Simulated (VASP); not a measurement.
# HfB2 (P6/mmm) in VASP: a series of runs

Runs on HfB2. Level: PBEsol. Tasks: single point, relaxation of cell and atoms.

Program: VASP 6.6.1. These are calculated values, not measurements. Logs are shortened: lines on timing, memory, paths and dates and some standing lists are left out, and cuts for length are marked.

### Step 1. The cell of the first run

It takes space group P6/mmm (No. 191, hexagonal). Conventional cell: a = 3.127 Å, b = 3.127 Å, c = 3.449 Å, α = 90.00°, β = 90.00°, γ = 120.00°. Hf (site symmetry 6/mmm) has 12 B at 2.50 Å and 6 Hf at 3.13 Å within 3.3 Å. B (site symmetry -6m2) has 3 B at 1.81 Å within 2.4 Å.

### Step 2. Single point, PBEsol

INCAR reads:

```
  PREC = Accurate
  ENCUT = 520
  EDIFF = 1E-6
  ISMEAR = -1
  SIGMA = 0.05
  LREAL = F
  LASPH = T
  NELM = 80
  ALGO = Normal
  ISIF = 2
  LWAVE = F
  LCHARG = F
  GGA = PS
  NBANDS = 15
```

KPOINTS reads:

```
regular mesh
0
Gamma
  12 12 9
```

POSCAR reads:

```
HfB2
1.0
    3.1268320588      0.0000000000      0.0000000000
   -1.5634160294      2.7079159963      0.0000000000
    0.0000000000      0.0000000000      3.4486510140
Hf B
1 2
Direct
    0.0000000000      0.0000000000      0.0000000000
    0.3333333333      0.6666666667      0.5000000000
    0.6666666667      0.3333333333      0.5000000000
```

Potentials or basis: VASP PAW PBE potentials, release 64 (Hf_pv, B).

Launch:

```
cat potpaw_PBE.64/Hf_pv/POTCAR potpaw_PBE.64/B/POTCAR > POTCAR
mpirun -np 1 vasp_std > vasp.out
```

OUTCAR:

```text
PREC = Accurate
   ENCUT = 520
   EDIFF = 1E-6
   ISMEAR = -1
   LREAL = F
   LASPH = T
   NELM = 80
   ISIF = 2
   GGA = PS

 ion  position               nearest neighbor table
   1  0.000  0.000  0.000-   2 2.50   3 2.50   2 2.50   3 2.50   3 2.50   3 2.50   2 2.50   2 2.50
                             3 2.50   3 2.50   2 2.50   2 2.50
   2  0.333  0.667  0.500-   3 1.81   3 1.81   3 1.81   1 2.50   1 2.50   1 2.50   1 2.50   1 2.50
                             1 2.50
   3  0.667  0.333  0.500-   2 1.81   2 1.81   2 1.81   1 2.50   1 2.50   1 2.50   1 2.50   1 2.50
                             1 2.50

  LATTYP: Found a hexagonal cell.
 ALAT       =     3.1268320588
 C/A-ratio  =     1.1029217269

  Lattice vectors:

 A1 = (   3.1268320588,   0.0000000000,   0.0000000000)
 A2 = (  -1.5634160294,   2.7079159963,   0.0000000000)
 A3 = (   0.0000000000,   0.0000000000,   3.4486510140)

Analysis of symmetry for initial positions (statically):
=====================================================================
 Subroutine PRICEL returns:
 Original cell was already a primitive cell.

 Routine SETGRP: Setting up the symmetry group for a
 hexagonal supercell.

 Subroutine GETGRP returns: Found 24 space group operations
 (whereof 24 operations were pure point group operations)
 out of a pool of 24 trial point group operations.

The static configuration has the point symmetry D_6h.

Analysis of symmetry for dynamics (positions and initial velocities):
=====================================================================
 Subroutine PRICEL returns:
 Original cell was already a primitive cell.

 Routine SETGRP: Setting up the symmetry group for a
 hexagonal supercell.

 Subroutine GETGRP returns: Found 24 space group operations
 (whereof 24 operations were pure point group operations)
 out of a pool of 24 trial point group operations.

The dynamic configuration has the point symmetry D_6h.

 Subroutine INISYM returns: Found 24 space group operations
 (whereof 24 operations are pure point group operations),
 and found     1 'primitive' translations

----------------------------------------------------------------------------------------

                                     Primitive cell

  volume of cell :      29.2004

  direct lattice vectors                    reciprocal lattice vectors
     3.126832059  0.000000000  0.000000000     0.319812507  0.184643837  0.000000000
    -1.563416029  2.707915996  0.000000000     0.000000000  0.369287674  0.000000000
     0.000000000  0.000000000  3.448651014     0.000000000  0.000000000  0.289968453

  length of vectors
     3.126832059  3.126832059  3.448651014     0.369287674  0.369287674  0.289968453

  position of ions in fractional coordinates (direct lattice)
     0.000000000  0.000000000  0.000000000
     0.333333333  0.666666667  0.500000000
     0.666666667  0.333333333  0.500000000

  ion indices of the primitive-cell ions
   primitive index   ion index
                 1           1
                 2           2
                 3           3

----------------------------------------------------------------------------------------

 KPOINTS: regular mesh

Automatic generation of k-mesh.
 Grid dimensions read from file:
 generate k-points for:   12   12    9

 Generating k-lattice:

  Cartesian coordinates                     Fractional coordinates (reciprocal lattice)
     0.026651042  0.015386986  0.000000000     0.083333333  0.000000000  0.000000000
     0.000000000  0.030773973  0.000000000     0.000000000  0.083333333  0.000000000
     0.000000000  0.000000000  0.032218717     0.000000000  0.000000000  0.111111111

  Length of vectors
     0.030773973  0.030773973  0.032218717

  Shift w.r.t. Gamma in fractional coordinates (k-lattice)
     0.000000000  0.000000000  0.000000000

 Subroutine IBZKPT returns following result:
 ===========================================

 Found     95 irreducible k-points:

 Following reciprocal coordinates:
            Coordinates               Weight
  0.000000  0.000000  0.000000      1.000000
  0.083333  0.000000  0.000000      6.000000
  0.166667  0.000000  0.000000      6.000000
  0.250000  0.000000  0.000000      6.000000
  0.333333  0.000000  0.000000      6.000000
  0.416667  0.000000  0.000000      6.000000
[... 16 lines left out ...]
  0.250000  0.000000  0.111111     12.000000
  0.333333  0.000000  0.111111     12.000000
 [... further k-points ...]
   k-points           NKPTS =     95   k-points in BZ     NKDIM =     95   number of bands    NBANDS=     15
   number of dos      NEDOS =    301   number of ions     NIONS =      3
   total plane-waves  NPLWV =  16128
   dimension x,y,z NGX =    24 NGY =   24 NGZ =   28
   dimension x,y,z NGXF=    48 NGYF=   48 NGZF=   56
   ions per type =               1   2
   NGX,Y,Z   is equivalent  to a cutoff of  12.76, 12.76, 13.50 a.u.
   NGXF,Y,Z  is equivalent  to a cutoff of  25.52, 25.52, 27.00 a.u.
 SYSTEM =  unknown system
   PREC   = accura    normal or accurate (medium, high low for compatibility)
   ISTART =      0    job   : 0-new  1-cont  2-samecut
   ICHARG =      2    charge: 1-file 2-atom 10-const
   ISPIN  =      1    spin polarized calculation?
   LNONCOLLINEAR =      F non collinear calculations
   LSORBIT =      F    spin-orbit coupling
   LASPH  =      T    aspherical Exc in radial PAW
   ENCUT  =  520.0 eV  38.22 Ry    6.18 a.u.   5.81  5.81  6.41*2*pi/ulx,y,z
   NELM   =     80;   NELMIN=  2; NELMDL= -5     # of ELM steps
   EDIFF  = 0.1E-05   stopping-criterion for ELM
   LREAL  =      F    real-space projection
   EDIFFG = 0.1E-04   stopping-criterion for IOM
   NSW    =      0    number of steps for IOM
   IBRION =     -1    ionic relax: 0-MD 1-quasi-New 2-CG
   NFREE  =      0    steps in history (QN), initial steepest desc. (CG)
   ISIF   =      2    stress and relaxation
   ISYM   =      2    0-nonsym 1-usesym 2-fastsym
   POTIM  = 0.5000    time-step for ionic-motion
   TEBEG  =    0.0;   TEEND  =   0.0 temperature during run
   PSTRESS=    0.0 pullay stress
   NELECT =      16.0000    total number of electrons
   NUPDOWN=      -1.0000    fix difference up-down
   EMIN   =  10.00;   EMAX   =-10.00  energy-range for DOS
   EFERMI =   0.00;   METHOD = LEGACY
   ISMEAR =    -1;   SIGMA  =   0.05  broadening in eV -4-tet -1-fermi 0-gaus
   EFERMI_NEDOS =   21; number of points for ismear=-14 and -15
   IALGO  =     38    algorithm
   IMIX   =      4    mixing-type and parameters
     AMIX     =   0.40;   BMIX     =  1.00
     AMIX_MAG =   1.60;   BMIX_MAG =  1.00
  volume/ion in A,a.u.               =       9.73        65.68
  Fermi-wavevector in a.u.,A,eV,Ry     =   1.339631  2.531535 24.417165  1.794611
  Thomas-Fermi vector in A             =   2.468008
   LORBIT       =      0    0 simple, 1 ext, 2 COOP (PROOUT), +10 PAW based schemes
   GGA     = PS    functional components
   LHFCALC =     F    Hartree Fock is set to
   AEXX    =    0.0000 exact exchange contribution
   IVDW    =     0    specifies the selected vdW correction
   LEPSILON=     F    determine dielectric tensor
   LRPA    =     F    only Hartree local field effects (RPA)
 non-spin polarized calculation
  energy-cutoff  :      520.00
  volume of cell :       29.20
 maximum number of plane-waves:       800
 NGX is ok and might be reduce to    24
   NGX = 11   NGY = 11   NGZ = 13

 number of electron      15.9999999 magnetization

 Free energy of the ion-electron system (eV)
  ---------------------------------------------------
  ext. energy  EPLUGINS =         0.00000000
  ---------------------------------------------------
  free energy    TOTEN  =       -27.86927285 eV

  energy without entropy =      -27.86731248  energy(sigma->0) =      -27.86829267

 E-fermi :   7.7938     XC(G=0): -12.7638

 val. band max:        7.6219321008   @ k =   0.0833   0.0833   0.3333
 cond. band min:       7.7960531251   @ k =   0.1667   0.1667   0.1111
 fundamental gap:      0.1741210243
 Fermi energy:         7.7937765303

 k-point     1 :       0.0000    0.0000    0.0000
  band No.  band energies     occupation
      1     -22.8262      2.00000
      2     -22.3054      2.00000
      3     -22.3054      2.00000
      4      -6.1303      2.00000
      5       4.6250      2.00000
      6       4.7305      2.00000
      7       4.7305      2.00000
      8       4.9904      2.00000
      9      11.7655      0.00000
     10      11.7655      0.00000
     11      12.4906      0.00000
     12      12.4906      0.00000
     13      12.7278      0.00000
     14      12.7278      0.00000
     15      12.8095      0.00000

 k-point     2 :       0.0833    0.0000    0.0000
  band No.  band energies     occupation
      1     -22.8168      2.00000
      2     -22.3634      2.00000
      3     -22.3182      2.00000
      4      -5.9770      2.00000
      5       4.3095      2.00000
      6       4.7272      2.00000
      7       4.7764      2.00000
      8       4.8495      2.00000
      9      11.3130      0.00000
     10      11.6582      0.00000
     11      11.7502      0.00000
     12      11.9649      0.00000
     13      13.2681      0.00000
     14      13.6685      0.00000
     15      13.9066      0.00000

 k-point     3 :       0.1667    0.0000    0.0000
  band No.  band energies     occupation
      1     -22.7911      2.00000
      2     -22.5185      2.00000
      3     -22.3529      2.00000
      4      -5.5349      2.00000
      5       3.3056      2.00000
      6       4.5105      2.00000
      7       4.6894      2.00000
      8       5.1333      2.00000
      9      10.1964      0.00000
     10      11.3824      0.00000
     11      11.4344      0.00000
     12      12.1262      0.00000
     13      13.7943      0.00000
     14      14.7844      0.00000
     15      14.9877      0.00000

 k-point     4 :       0.2500    0.0000    0.0000
  band No.  band energies     occupation
      1     -22.7557      2.00000
      2     -22.7235      2.00000
      3     -22.3999      2.00000
      4      -4.8485      2.00000
      5       2.0774      2.00000
      6       4.1259      2.00000
      7       4.5816      2.00000
      8       5.3625      2.00000
      9       9.8256      0.00000
     10      11.0402      0.00000
     11      11.5184      0.00000
     12      11.6769      0.00000
     13      13.9228      0.00000
     14      15.4982      0.00000
     15      16.8477      0.00000
[... 307 lines left out ...]
 k-point    22 :       0.1667    0.0000    0.1111
  band No.  band energies     occupation
      1     -22.8270      2.00000
      2     -22.5147      2.00000
      3     -22.3499      2.00000
      4      -5.3514      2.00000
      5       3.2517      2.00000
      6       3.6873      2.00000
      7       4.7057      2.00000
      8       5.8986      2.00000
      9       9.7779      0.00000
     10      10.2170      0.00000
     11      12.5261      0.00000
     12      12.6830      0.00000
     13      13.2635      0.00000
     14      14.9904      0.00000
     15      15.3315      0.00000

 k-point    23 :       0.2500    0.0000    0.1111
  band No.  band energies     occupation
      1     -22.7909      2.00000
      2     -22.7181      2.00000
      3     -22.3966      2.00000
      4      -4.6908      2.00000
      5       2.0140      2.00000
      6       3.7523      2.00000
      7       4.4918      2.00000
      8       5.6225      2.00000
      9       9.6236      0.00000
     10      10.4400      0.00000
     11      11.7937      0.00000
     12      12.5357      0.00000
     13      14.1529      0.00000
     14      15.4020      0.00000
     15      16.9113      0.00000

 k-point    24 :       0.3333    0.0000    0.1111
  band No.  band energies     occupation
      1     -22.9162      2.00000
      2     -22.7526      2.00000
      3     -22.4428      2.00000
      4      -3.8479      2.00000
      5       0.7145      2.00000
      6       3.7738      2.00000
      7       4.2493      2.00000
      8       5.2152      2.00000
      9       9.9156      0.00000
     10      10.7633      0.00000
     11      11.3223      0.00000
     12      12.7466      0.00000
     13      14.6231      0.00000
     14      16.1736      0.00000
     15      18.8967      0.00000

 [... further k-points ...]
[... 5 lines left out ...]
  --------------------------------------------------------------------------------------
  -------------------------------------------------------------------------------------
  Total       -0.0364228     -0.0364228      0.0250503      0.0000000     -0.0000000      0.0000000
  in kB       -1.9984596     -1.9984596      1.3744702      0.0000000     -0.0000000      0.0000000
  external PRESSURE =      -0.8741497 kB  Pullay stress =       0.0000000 kB

 VOLUME and BASIS-vectors are now :
 -----------------------------------------------------------------------------
  energy-cutoff  :      520.00
  volume of cell :       29.20
      direct lattice vectors                 reciprocal lattice vectors
     3.126832059  0.000000000  0.000000000     0.319812507  0.184643837  0.000000000
    -1.563416029  2.707915996  0.000000000     0.000000000  0.369287674  0.000000000
     0.000000000  0.000000000  3.448651014     0.000000000  0.000000000  0.289968453

 POSITION                                       TOTAL-FORCE (eV/Angst)
 -----------------------------------------------------------------------------------
      0.00000      0.00000      0.00000        -0.000000      0.000000      0.000000
     -0.00000      1.80528      1.72433        -0.000000     -0.000000      0.000000
      1.56342      0.90264      1.72433         0.000000      0.000000      0.000000
 -----------------------------------------------------------------------------------
    total drift:                               -0.000000      0.000000      0.000000

  FREE ENERGIE OF THE ION-ELECTRON SYSTEM (eV)
  ---------------------------------------------------
  free  energy   TOTEN  =       -27.8692728476 eV

  energy  without entropy=      -27.8673124848  energy(sigma->0) =      -27.86829267
```

Run time: 16 s. Hardware: 1 thread of Intel Xeon 6975P-C (Granite Rapids), shared host; peak memory 0.16 GiB.

What came out:

```
Free energy            : -27.8693 eV
Pressure               : -0.1 GPa
Band gap on the k mesh : zero (band 8 reaches 8.43 eV, above the bottom of band 9 at 7.12 eV)
```

Caveat: the PAW data sets were made with another functional, which shifts forces and pressure a little; spin-orbit coupling is left out, which moves the levels of the heavy elements.

### Step 3. Relaxation of cell and atoms, PBEsol

This run uses another cell than the first one, of 9.90 Å³/atom, 1.018 times its volume.

INCAR reads:

```
PREC = Accurate
ENCUT = 600
EDIFF = 1E-6
ISMEAR = -1
SIGMA = 0.05
LREAL = False
LASPH = True
NELM = 60
ALGO = Normal
ISIF = 3
LWAVE = False
LCHARG = False
GGA = PS
IBRION = 2
NSW = 80
EDIFFG = -0.02
```

KPOINTS reads:

```
Automatic mesh
0
Gamma
  12 12 9
```

POSCAR reads:

```
HfB2
1.0
    3.1400000000      0.0000000000      0.0000000000
   -1.5700000000      2.7193197679      0.0000000000
    0.0000000000      0.0000000000      3.4800000000
Hf B
1 2
Direct
    0.0000000000      0.0000000000      0.0000000000
    0.3333330000      0.6666670000      0.5000000000
    0.6666670000      0.3333330000      0.5000000000
```

Potentials or basis: VASP PAW PBE potentials, release 64 (Hf_pv, B).

Launch:

```
cat potpaw_PBE.64/Hf_pv/POTCAR potpaw_PBE.64/B/POTCAR > POTCAR
mpirun -np 1 vasp_std > vasp.out
```

It took 55 s on 1 thread of Intel Xeon 6975P-C (Granite Rapids), shared host; peak memory 0.19 GiB.

The run converged. Its results:

```yaml
Free_energy: -27.8716 eV
Relaxed_volume: 9.73 Å³/atom
Relaxed_cell: a = 3.125 Å, b = 3.125 Å, c = 3.450 Å, α = 90.00°, β = 90.00°, γ = 120.00°
Space_group_after_relaxing_to_0.05_Å: P6/mmm (No. 191)
Energy_gained_by_relaxing: 2.6 meV/atom
Ionic_steps: 5
Pressure_after_relaxing: 0.1 GPa
Band_gap_on_the_k_mesh: zero (band 8 reaches 8.44 eV, above the bottom of band 9 at 7.13 eV)
```

Step by step:
```tsv
step	energy change (eV)	largest force (eV/Å)	pressure (GPa)	volume (Å³)
1	0.0000	0.0000	-4.50	29.71
2	0.0050	0.0000	6.35	28.53
3	-0.0076	0.0000	0.01	29.19
4	-0.0076	0.0000	0.13	29.18
5	-0.0077	0.0000	0.09	29.18
```

Final structure:
```cif
data_structure
_symmetry_space_group_name_H-M 'P 1'
_symmetry_Int_Tables_number 1
_cell_length_a 3.1254
_cell_length_b 3.1254
_cell_length_c 3.4495
_cell_angle_alpha 90.000
_cell_angle_beta 90.000
_cell_angle_gamma 120.000
_cell_volume 29.18
loop_
_atom_site_label
_atom_site_type_symbol
_atom_site_fract_x
_atom_site_fract_y
_atom_site_fract_z
_atom_site_occupancy
Hf1 Hf 0.00000 0.00000 0.00000 1
B1 B 0.33333 0.66667 0.50000 1
B2 B 0.66667 0.33333 0.50000 1
```

Levels at points of the mesh, in eV from the Fermi level:
```csv
k point,band 4,band 5,band 6,band 7,band 8,band 9,band 10,band 11,band 12
"(0.00, 0.00, 0.00)",-13.93,-3.17,-3.06,-3.06,-2.81,3.98,3.98,4.69,4.69
"(0.50, 0.00, 0.00)",-9.97,-9.11,-4.27,-3.54,-3.06,2.09,2.65,5.62,5.70
```

Caveat: the PAW data sets were made with another functional, which shifts forces and pressure a little; spin-orbit coupling is left out, which moves the levels of the heavy elements.

### Step 4. Relaxation of cell and atoms, PBEsol, target pressure 10 GPa, at which the enthalpy is minimised

This run uses another cell than the first one, of 9.90 Å³/atom, 1.018 times its volume.

INCAR reads:

```
SYSTEM = HfB2
ALGO = Normal
EDIFF = 1E-6
EDIFFG = -0.02
ENCUT = 600
GGA = PS
IBRION = 2
ISIF = 3
ISMEAR = -1
LASPH = .TRUE.
LCHARG = .FALSE.
LREAL = .FALSE.
LWAVE = .FALSE.
NELM = 60
NSW = 80
PREC = Accurate
PSTRESS = 100.0
SIGMA = 0.05
```

KPOINTS reads:

```
k-points
0
G
  12 12 9
  0 0 0
```

POSCAR is that of step 3.

Launch:

```
cat potpaw_PBE.64/Hf_pv/POTCAR potpaw_PBE.64/B/POTCAR > POTCAR
mpirun -np 1 vasp_std > vasp.out
```

Wall time 68 s (1 thread of Intel Xeon 6975P-C (Granite Rapids), shared host); peak memory 0.2 GiB.

It converged, with:

| Quantity | Value |
| --- | --- |
| Free energy | -27.8391 eV |
| Relaxed volume | 9.38 Å³/atom |
| Relaxed cell | a = 3.090 Å, b = 3.090 Å, c = 3.404 Å, α = 90.00°, β = 90.00°, γ = 120.00° |
| Space group after relaxing (to 0.05 Å) | P6/mmm (No. 191) |
| Energy change on relaxing (the enthalpy is what falls) | +8.3 meV/atom |
| Ionic steps | 7 |
| Pressure after relaxing | 10.3 GPa |
| Band gap on the k mesh | zero (band 8 reaches 8.74 eV, above the bottom of band 9 at 7.41 eV) |

The path:
```
step  energy change (eV)  largest force (eV/Å)  pressure (GPa)  volume (Å³)
   1              0.0000                0.0000           -4.50        29.71
   2              0.3364                0.0000           38.23        26.02
   3              0.0212                0.0000            9.69        28.22
   4              0.0230                0.0000           10.00        28.19
   5              0.0249                0.0000           10.32        28.16
   6              0.0248                0.0000           10.33        28.15
   7              0.0248                0.0000           10.33        28.15
```

Final structure:
```yaml
crystal:
  lattice:
    - [3.09034, 0.00000, 0.00000]
    - [-1.54517, 2.67632, 0.00000]
    - [0.00000, 0.00000, 3.40357]
  atoms:
    - { symbol: Hf, position: [0.00000, 0.00000, 0.00000] }
    - { symbol: B, position: [0.33333, 0.66667, 0.50000] }
    - { symbol: B, position: [0.66667, 0.33333, 0.50000] }
```

Levels at points of the mesh, in eV from the Fermi level:
| k point | band 4 | band 5 | band 6 | band 7 | band 8 | band 9 | band 10 | band 11 | band 12 |
| --- | --- | --- | --- | --- | --- | --- | --- | --- | --- |
| (0.00, 0.00, 0.00) | -14.13 | -3.26 | -3.15 | -3.15 | -2.77 | 4.16 | 4.16 | 4.91 | 4.91 |
| (0.50, 0.00, 0.00) | -10.15 | -9.13 | -4.39 | -3.59 | -3.17 | 2.18 | 2.77 | 5.91 | 5.94 |

Caveat: the cell is relaxed towards a set pressure, so the enthalpy falls and the energy may rise; the PAW data sets were made with another functional, which shifts forces and pressure a little; spin-orbit coupling is left out, which moves the levels of the heavy elements.

[end of part 1 of 2]
